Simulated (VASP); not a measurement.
# I (Im-3m) in VASP: notebook, part 2 of 2

VASP 6.6.1. The steps go on from the part before.

## 3. Single point, r2SCAN

This run uses another cell than the first one, of 22.60 Å³/atom.

POSCAR

```
I
1.0
   -1.7811067377      1.7811067377      1.7811067377
    1.7811067377     -1.7811067377      1.7811067377
    1.7811067377      1.7811067377     -1.7811067377
I
1
Direct
    0.0000000000      0.0000000000      0.0000000000
```

INCAR.step1

```
PREC = Accurate
ENCUT = 550
ISMEAR = -1
SIGMA = 0.05
LREAL = False
LASPH = True
NELM = 120
NBANDS = 10
GGA = PE
ALGO = Normal
EDIFF = 1E-5
LWAVE = True
LCHARG = False
GGA_COMPAT = False
```

INCAR.step2

```
PREC = Accurate
ENCUT = 550
EDIFF = 1E-6
ISMEAR = -1
SIGMA = 0.05
LREAL = False
LASPH = True
NELM = 120
ALGO = Normal
ISIF = 2
LWAVE = False
LCHARG = True
METAGGA = R2SCAN
LMIXTAU = True
LELF = True
LVHAR = True
NBANDS = 10
ISTART = 1
GGA_COMPAT = False
```

KPOINTS

```
Automatic mesh
0
Gamma
  8 8 8
```

Potentials or basis: VASP PAW PBE potentials, release 64 (I).

Launch:

```console
$ cat potpaw_PBE.64/I/POTCAR > POTCAR
$ cp INCAR.step1 INCAR
$ mpirun -np 1 vasp_std > vasp.out
$ cp INCAR.step2 INCAR
$ mpirun -np 1 vasp_std > vasp.out
```

OUTCAR:

```text
PREC = Accurate
   ENCUT = 550
   EDIFF = 1E-6
   ISMEAR = -1
   LREAL = False
   LASPH = True
   NELM = 120
   ISIF = 2
   METAGGA = R2SCAN
   ISTART = 1

 ion  position               nearest neighbor table
   1  0.000  0.000  0.000-

  LATTYP: Found a body centered cubic cell.
 ALAT       =     3.5622134754

  Lattice vectors:

 A1 = (  -1.7811067377,   1.7811067377,   1.7811067377)
 A2 = (   1.7811067377,  -1.7811067377,   1.7811067377)
 A3 = (   1.7811067377,   1.7811067377,  -1.7811067377)

Analysis of symmetry for initial positions (statically):
=====================================================================
 Subroutine PRICEL returns:
 Original cell was already a primitive cell.

 Routine SETGRP: Setting up the symmetry group for a
 body centered cubic supercell.

 Subroutine GETGRP returns: Found 48 space group operations
 (whereof 48 operations were pure point group operations)
 out of a pool of 48 trial point group operations.

The static configuration has the point symmetry O_h .

Analysis of symmetry for dynamics (positions and initial velocities):
=====================================================================
 Subroutine PRICEL returns:
 Original cell was already a primitive cell.

 Routine SETGRP: Setting up the symmetry group for a
 body centered cubic supercell.

 Subroutine GETGRP returns: Found 48 space group operations
 (whereof 48 operations were pure point group operations)
 out of a pool of 48 trial point group operations.

The dynamic configuration has the point symmetry O_h .

 Subroutine INISYM returns: Found 48 space group operations
 (whereof 48 operations are pure point group operations),
 and found     1 'primitive' translations

----------------------------------------------------------------------------------------

                                     Primitive cell

  volume of cell :      22.6011

  direct lattice vectors                    reciprocal lattice vectors
    -1.781106738  1.781106738  1.781106738     0.000000000  0.280724332  0.280724332
     1.781106738 -1.781106738  1.781106738     0.280724332  0.000000000  0.280724332
     1.781106738  1.781106738 -1.781106738     0.280724332  0.280724332  0.000000000

  length of vectors
     3.084967363  3.084967363  3.084967363     0.397004158  0.397004158  0.397004158

  position of ions in fractional coordinates (direct lattice)
     0.000000000  0.000000000  0.000000000

  ion indices of the primitive-cell ions
   primitive index   ion index
                 1           1

----------------------------------------------------------------------------------------

 KPOINTS: Automatic mesh

Automatic generation of k-mesh.
 Grid dimensions read from file:
 generate k-points for:    8    8    8

 Generating k-lattice:

  Cartesian coordinates                     Fractional coordinates (reciprocal lattice)
     0.000000000  0.035090542  0.035090542     0.125000000  0.000000000  0.000000000
     0.035090542  0.000000000  0.035090542     0.000000000  0.125000000  0.000000000
     0.035090542  0.035090542  0.000000000     0.000000000  0.000000000  0.125000000

  Length of vectors
     0.049625520  0.049625520  0.049625520

  Shift w.r.t. Gamma in fractional coordinates (k-lattice)
     0.000000000  0.000000000  0.000000000

 Subroutine IBZKPT returns following result:
 ===========================================

 Found     29 irreducible k-points:

 Following reciprocal coordinates:
            Coordinates               Weight
  0.000000  0.000000  0.000000      1.000000
  0.125000  0.000000  0.000000     12.000000
  0.250000  0.000000  0.000000     12.000000
  0.375000  0.000000  0.000000     12.000000
  0.500000  0.000000  0.000000      6.000000
  0.125000  0.125000  0.000000     24.000000
[... 16 lines left out ...]
 -0.250000  0.250000  0.250000      6.000000
 -0.375000  0.375000  0.250000     24.000000
 [... further k-points ...]
   k-points           NKPTS =     29   k-points in BZ     NKDIM =     29   number of bands    NBANDS=     10
   number of dos      NEDOS =    301   number of ions     NIONS =      1
   total plane-waves  NPLWV =  13824
   dimension x,y,z NGX =    24 NGY =   24 NGZ =   24
   dimension x,y,z NGXF=    48 NGYF=   48 NGZF=   48
   ions per type =               1
   NGX,Y,Z   is equivalent  to a cutoff of  12.93, 12.93, 12.93 a.u.
   NGXF,Y,Z  is equivalent  to a cutoff of  25.87, 25.87, 25.87 a.u.
 SYSTEM =  unknown system
   PREC   = accura    normal or accurate (medium, high low for compatibility)
   ISTART =      1    job   : 0-new  1-cont  2-samecut
   ICHARG =      0    charge: 1-file 2-atom 10-const
   ISPIN  =      1    spin polarized calculation?
   LNONCOLLINEAR =      F non collinear calculations
   LSORBIT =      F    spin-orbit coupling
   LASPH  =      T    aspherical Exc in radial PAW
   ENCUT  =  550.0 eV  40.42 Ry    6.36 a.u.   5.90  5.90  5.90*2*pi/ulx,y,z
   NELM   =    120;   NELMIN=  2; NELMDL=  0     # of ELM steps
   EDIFF  = 0.1E-05   stopping-criterion for ELM
   LREAL  =      F    real-space projection
   EDIFFG = 0.1E-04   stopping-criterion for IOM
   NSW    =      0    number of steps for IOM
   IBRION =     -1    ionic relax: 0-MD 1-quasi-New 2-CG
   NFREE  =      0    steps in history (QN), initial steepest desc. (CG)
   ISIF   =      2    stress and relaxation
   ISYM   =      2    0-nonsym 1-usesym 2-fastsym
   POTIM  = 0.5000    time-step for ionic-motion
   TEBEG  =    0.0;   TEEND  =   0.0 temperature during run
   PSTRESS=    0.0 pullay stress
   NELECT =       7.0000    total number of electrons
   NUPDOWN=      -1.0000    fix difference up-down
   EMIN   =  10.00;   EMAX   =-10.00  energy-range for DOS
   EFERMI =   0.00;   METHOD = LEGACY
   ISMEAR =    -1;   SIGMA  =   0.05  broadening in eV -4-tet -1-fermi 0-gaus
   EFERMI_NEDOS =   21; number of points for ismear=-14 and -15
   IALGO  =     38    algorithm
   IMIX   =      4    mixing-type and parameters
     AMIX     =   0.40;   BMIX     =  1.00
     AMIX_MAG =   1.60;   BMIX_MAG =  1.00
  volume/ion in A,a.u.               =      22.60       152.52
  Fermi-wavevector in a.u.,A,eV,Ry     =   1.107637  2.093131 16.692449  1.226860
  Thomas-Fermi vector in A             =   2.244154
   LORBIT       =      0    0 simple, 1 ext, 2 COOP (PROOUT), +10 PAW based schemes
   METAGGA = R2SCAN    functional components
   LHFCALC =     F    Hartree Fock is set to
   AEXX    =    0.0000 exact exchange contribution
   IVDW    =     0    specifies the selected vdW correction
   LEPSILON=     F    determine dielectric tensor
   LRPA    =     F    only Hartree local field effects (RPA)
 non-spin polarized calculation
  energy-cutoff  :      550.00
  volume of cell :       22.60
 maximum number of plane-waves:       682
   NGX = 11   NGY = 11   NGZ = 11

 number of electron       7.0000001 magnetization

 Free energy of the ion-electron system (eV)
  ---------------------------------------------------
  ext. energy  EPLUGINS =         0.00000000
  ---------------------------------------------------
  free energy    TOTEN  =       -22.97435109 eV

  energy without entropy =      -22.96166694  energy(sigma->0) =      -22.96800901

 E-fermi :  11.3620     XC(G=0): -11.7321

 val. band max:       11.3054931404   @ k =   0.2500   0.0000   0.0000
 cond. band min:      11.3803448652   @ k =   0.1250   0.1250   0.0000
 fundamental gap:      0.0748517248
 Fermi energy:        11.3619940689

 k-point     1 :       0.0000    0.0000    0.0000
  band No.  band energies     occupation
      1      -6.7562      2.00000
      2      13.6253      0.00000
      3      13.6253      0.00000
      4      13.6253      0.00000
      5      21.5542      0.00000
      6      21.5542      0.00000
      7      21.5542      0.00000
      8      23.7349      0.00000
      9      24.1971      0.00000
     10      24.1971      0.00000
[... 287 lines left out ...]
 k-point    24 :      -0.3750    0.3750    0.2500
  band No.  band energies     occupation
      1      -2.5769      2.00000
      2       5.4184      2.00000
      3       7.9204      2.00000
      4       8.9349      2.00000
      5      15.8915      0.00000
      6      20.4520      0.00000
      7      22.7223      0.00000
      8      23.9648      0.00000
      9      27.7909      0.00000
     10      30.1082      0.00000

 [... further k-points ...]

------------------------ aborting loop because EDIFF is reached ----------------------------------------

  FORCE on cell =-STRESS in cart. coord.  units (eV):
  Direction    XX          YY          ZZ          XY          YZ          ZX
  --------------------------------------------------------------------------------------
  -------------------------------------------------------------------------------------
  Total        5.6230153      5.6230153      5.6230153      0.0000000      0.0000000      0.0000000
  in kB      398.6116796    398.6116796    398.6116796      0.0000000      0.0000000      0.0000000
  external PRESSURE =     398.6116796 kB  Pullay stress =       0.0000000 kB

 VOLUME and BASIS-vectors are now :
 -----------------------------------------------------------------------------
  energy-cutoff  :      550.00
  volume of cell :       22.60
      direct lattice vectors                 reciprocal lattice vectors
    -1.781106738  1.781106738  1.781106738     0.000000000  0.280724332  0.280724332
     1.781106738 -1.781106738  1.781106738     0.280724332  0.000000000  0.280724332
     1.781106738  1.781106738 -1.781106738     0.280724332  0.280724332  0.000000000

 POSITION                                       TOTAL-FORCE (eV/Angst)
 -----------------------------------------------------------------------------------
      0.00000      0.00000      0.00000        -0.000000      0.000000     -0.000000
 -----------------------------------------------------------------------------------
    total drift:                                0.000000      0.000000      0.000000

  FREE ENERGIE OF THE ION-ELECTRON SYSTEM (eV)
  ---------------------------------------------------
  free  energy   TOTEN  =       -22.9743510904 eV

  energy  without entropy=      -22.9616669387  energy(sigma->0) =      -22.96800901
```

OUTCAR.step1:

```text
PREC = Accurate
   ENCUT = 550
   ISMEAR = -1
   LREAL = False
   LASPH = True
   NELM = 120
[... 526 lines left out ...]
 POSITION                                       TOTAL-FORCE (eV/Angst)
 -----------------------------------------------------------------------------------
      0.00000      0.00000      0.00000         0.000000      0.000000     -0.000000
 -----------------------------------------------------------------------------------
    total drift:                                0.000000     -0.000000      0.000000

  FREE ENERGIE OF THE ION-ELECTRON SYSTEM (eV)
  ---------------------------------------------------
  free  energy   TOTEN  =        -0.0481056599 eV

  energy  without entropy=       -0.0352752667  energy(sigma->0) =       -0.04169046
```

Wall time 36 s (1 thread of Intel Xeon Platinum 8259CL at 2.50GHz (Skylake/Cascade Lake), shared host); peak memory 0.14 GiB.

What came out:

| Quantity | Value |
| --- | --- |
| Free energy | -22.9744 eV |
| Pressure | 39.9 GPa |
| Band gap on the k mesh | zero (an odd number of electrons rules out a gap without spin polarisation) |

Caveat: the cell stands under pressure; the PAW data sets were made with another functional, which shifts forces and pressure a little; spin-orbit coupling is left out, which moves the levels of the heavy elements; an odd number of electrons without spin polarisation forces a metal; a magnetic or distorted state may lie lower.

## 4. Single point, r2SCAN

This run uses another cell than the first one, of 26.04 Å³/atom.

POSCAR

```
I
1.0
   -1.8671835438      1.8671835438      1.8671835438
    1.8671835438     -1.8671835438      1.8671835438
    1.8671835438      1.8671835438     -1.8671835438
I
1
Direct
    0.0000000000      0.0000000000      0.0000000000
```

INCAR.step1

```
PREC     = Accurate       # precision mode
ENCUT    = 550            # plane-wave cutoff, eV
ISMEAR   = -1             # smearing method
SIGMA    = 0.05           # smearing width, eV
LREAL    = F              # projectors in reciprocal space
LASPH    = T              # aspherical terms in the spheres
NELM     = 120            # most SCF steps
NBANDS   = 10             # bands
GGA      = PE             # functional
ALGO     = Normal         # electronic algorithm
EDIFF    = 1E-5           # SCF threshold, eV
LWAVE    = T              # write WAVECAR
LCHARG   = F              # write CHGCAR
GGA_COMPAT= F
```

INCAR.step2

```
PREC     = Accurate       # precision mode
ENCUT    = 550            # plane-wave cutoff, eV
EDIFF    = 1E-6           # SCF threshold, eV
ISMEAR   = -1             # smearing method
SIGMA    = 0.05           # smearing width, eV
LREAL    = F              # projectors in reciprocal space
LASPH    = T              # aspherical terms in the spheres
NELM     = 120            # most SCF steps
ALGO     = Normal         # electronic algorithm
ISIF     = 2              # what is computed and relaxed
LWAVE    = F              # write WAVECAR
LCHARG   = T              # write CHGCAR
METAGGA  = R2SCAN         # meta-GGA
LMIXTAU  = T            
LELF     = T              # ELF
LVHAR    = T            
NBANDS   = 10             # bands
ISTART   = 1            
GGA_COMPAT= F
```

KPOINTS is that of step 3.

Launch:

```console
$ cat potpaw_PBE.64/I/POTCAR > POTCAR
$ cp INCAR.step1 INCAR
$ mpirun -np 1 vasp_std > vasp.out
$ cp INCAR.step2 INCAR
$ mpirun -np 1 vasp_std > vasp.out
```

Wall time 56 s (1 thread of Intel Xeon Platinum 8259CL at 2.50GHz (Skylake/Cascade Lake), shared host); peak memory 0.16 GiB.

Results (log left out):

- Free energy: -23.5930 eV
- Pressure: 19.9 GPa
- Band gap on the k mesh: zero (an odd number of electrons rules out a gap without spin polarisation)

Levels at points of the mesh, in eV from the Fermi level:
```csv
k point,band 1,band 2,band 3,band 4,band 5,band 6,band 7,band 8
"(0.00, 0.00, 0.00)",-16.50,1.71,1.71,1.71,10.24,10.24,10.24,10.64
"(0.50, 0.00, 0.00)",-13.46,-7.27,-1.29,0.89,5.88,6.74,14.13,15.41
"(0.50, 0.50, 0.50)",-11.24,-4.34,-4.34,-4.34,3.23,3.23,18.53,19.43
```

Caveat: the cell stands under pressure; the PAW data sets were made with another functional, which shifts forces and pressure a little; spin-orbit coupling is left out, which moves the levels of the heavy elements; an odd number of electrons without spin polarisation forces a metal; a magnetic or distorted state may lie lower.

## 5. Single point, r2SCAN

This run uses another cell than the first one, of 36.30 Å³/atom.

POSCAR

```
I
1.0
   -2.0858744397      2.0858744397      2.0858744397
    2.0858744397     -2.0858744397      2.0858744397
    2.0858744397      2.0858744397     -2.0858744397
I
1
Direct
    0.0000000000      0.0000000000      0.0000000000
```

INCAR.step1

```
ALGO = Normal
EDIFF = 1E-5
ENCUT = 550
GGA = PE
GGA_COMPAT = F
ISMEAR = -1
LASPH = T
LCHARG = F
LREAL = F
LWAVE = T
NBANDS = 10
NELM = 120
PREC = Accurate
SIGMA = 0.05
```

INCAR.step2

```
ALGO = Normal
EDIFF = 1E-6
ENCUT = 550
GGA_COMPAT = F
ISIF = 2
ISMEAR = -1
ISTART = 1
LASPH = T
LCHARG = F
LMIXTAU = T
LREAL = F
LWAVE = F
METAGGA = R2SCAN
NBANDS = 10
NELM = 120
PREC = Accurate
SIGMA = 0.05
```

KPOINTS

```
k-points
0
Gamma
  8 8 8
```

Launch:

```console
$ cat potpaw_PBE.64/I/POTCAR > POTCAR
$ cp INCAR.step1 INCAR
$ mpirun -np 1 vasp_std > vasp.out
$ cp INCAR.step2 INCAR
$ mpirun -np 1 vasp_std > vasp.out
```

It took 52 s on 1 thread of Intel Xeon Platinum 8259CL at 2.50GHz (Skylake/Cascade Lake), shared host; peak memory 0.16 GiB.

It converged, with:

```
Free energy            : -24.0512 eV
Pressure               : 0.0 GPa
Band gap on the k mesh : zero (an odd number of electrons rules out a gap without spin polarisation)
```

Levels at points of the mesh, in eV from the Fermi level:
| k point | band 1 | band 2 | band 3 | band 4 | band 5 | band 6 | band 7 | band 8 | band 9 |
| --- | --- | --- | --- | --- | --- | --- | --- | --- | --- |
| (0.00, 0.00, 0.00) | -13.74 | 0.85 | 0.85 | 0.85 | 7.89 | 10.38 | 10.38 | 10.38 | 12.70 |
| (0.50, 0.00, 0.00) | -12.27 | -4.44 | -0.81 | 0.54 | 6.41 | 7.77 | 13.79 | 13.96 | 14.61 |
| (0.50, 0.50, 0.50) | -11.29 | -2.62 | -2.62 | -2.62 | 5.08 | 5.08 | 17.28 | 17.28 | 17.28 |

Caveat: the PAW data sets were made with another functional, which shifts forces and pressure a little; spin-orbit coupling is left out, which moves the levels of the heavy elements; an odd number of electrons without spin polarisation forces a metal; a magnetic or distorted state may lie lower.

## 6. Overview

| cell | gap on the mesh (eV) | pressure (GPa) |
| --- | --- | --- |
| a = 2.988 Å, angles 109.5°, 1 atom | none | 59.8 |
| a = 3.085 Å, angles 109.5°, 1 atom | none | 39.9 |
| a = 3.234 Å, angles 109.5°, 1 atom | none | 19.9 |
| a = 3.613 Å, angles 109.5°, 1 atom | none | 0.0 |

Alike in all rows: task single point; level r2SCAN; potentials or basis VASP PAW PBE potentials, release 64 (I); no spin polarisation; k mesh 8 × 8 × 8; cutoff (eV) 550; smearing fermi-dirac 0.05 eV.

Caveats: the PAW data sets were made with another functional, which shifts forces and pressure a little; spin-orbit coupling is left out, which moves the levels of the heavy elements; an odd number of electrons without spin polarisation forces a metal; a magnetic or distorted state may lie lower; the cell stands under pressure (at least some runs).

Absolute energies hang on the potentials; compare differences alone.
